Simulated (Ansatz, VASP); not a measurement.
# Pb: VASP beside Ansatz

```xyz
2
Lattice="2.2677 1.3092 3.6971 -2.2677 1.3092 3.6971 0.0000 -2.6185 3.6971" Properties=species:S:1:pos:R:3 pbc="T T T"
Pb    0.0000    0.0000    2.7715
Pb    0.0000    0.0000    8.3199
```

Alike in both runs: functional r2SCAN; k mesh 6 × 6 × 6; occupations gaussian, width 0.1 eV; no spin polarisation.

Ansatz relaxed the structure, and its values are those at the end. VASP's run is a single point on that final structure, the one shown.

```csv
,VASP,Ansatz
version,VASP 6.6.1,Ansatz 0.2.0
potentials or method,"VASP PAW PBE potentials, release 64 (Pb_d), cutoff 520 eV","scalar-relativistic, plane waves, PAW"
valence electrons in the cell,28,28
```

|  | VASP | Ansatz | Ansatz less VASP |
| --- | --- | --- | --- |
| gap on the k mesh at the Fermi level (eV) | none | none | - |
| pressure (GPa) | 0.3 | 0.3 | +0.01 |
| rms of the force components (eV/Å) | 0.005 | 0.005 | 0.0000 |

VASP's potentials were made for PBE, not for r2SCAN. A gap of «none» marks a metal or a gap that the smearing closes. With one functional, cell and mesh, what is left measures potentials, basis and numerics.

Neither program's run includes spin-orbit coupling.
